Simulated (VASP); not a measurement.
Pd:

```
Pd
1.0
     4.95760    0.00000    0.00000
     0.00000    4.95760    0.00000
     0.00000    0.00000    4.95760
Pd
8
Direct
  0.50000 0.50000 0.50000
  0.00000 0.00000 0.00000
  0.25000 0.00000 0.50000
  0.50000 0.25000 0.00000
  0.50000 0.75000 0.00000
  0.75000 0.00000 0.50000
  0.00000 0.50000 0.75000
  0.00000 0.50000 0.25000
```

| Item | Value |
| --- | --- |
| Program | VASP 6.6.1 |
| Task | relaxation of cell and atoms |
| Functional | PBEsol |
| Potentials or basis | VASP PAW PBE potentials, release 64 (Pd) |
| Cutoff | 600 eV |
| k mesh | 8 × 8 × 8 |
| Occupations | gaussian, width 0.1 eV |
| Spin | no spin polarisation |

At the start: pressure -3.8 GPa; volume 15.23 Å³/atom.

Task: How do energy, volume and symmetry change on relaxing?

Result: Over 3 steps the energy falls by 3.7 meV/atom and the volume is 14.92 Å³/atom (-2.0 %); space group Pm-3n (No. 223, to 0.1 Å) before and after.

The path:
| step | energy change (eV) | largest force (eV/Å) | pressure (GPa) | volume (Å³) |
| --- | --- | --- | --- | --- |
| 1 | 0.0000 | 0.0000 | -3.76 | 121.85 |
| 2 | 0.0444 | 0.0000 | 6.65 | 115.65 |
| 3 | -0.0300 | 0.0000 | -0.03 | 119.38 |

Final structure:
```xyz
8
Lattice="4.9239 0.0000 0.0000 0.0000 4.9239 0.0000 0.0000 0.0000 4.9239" Properties=species:S:1:pos:R:3 pbc="T T T"
Pd    2.4619    2.4619    2.4619
Pd    0.0000    0.0000    0.0000
Pd    1.2310    0.0000    2.4619
Pd    2.4619    1.2310    0.0000
Pd    2.4619    3.6929    0.0000
Pd    3.6929    0.0000    2.4619
Pd    0.0000    2.4619    3.6929
Pd    0.0000    2.4619    1.2310
```

Caveat: the PAW data sets were made with another functional, which shifts forces and pressure a little.
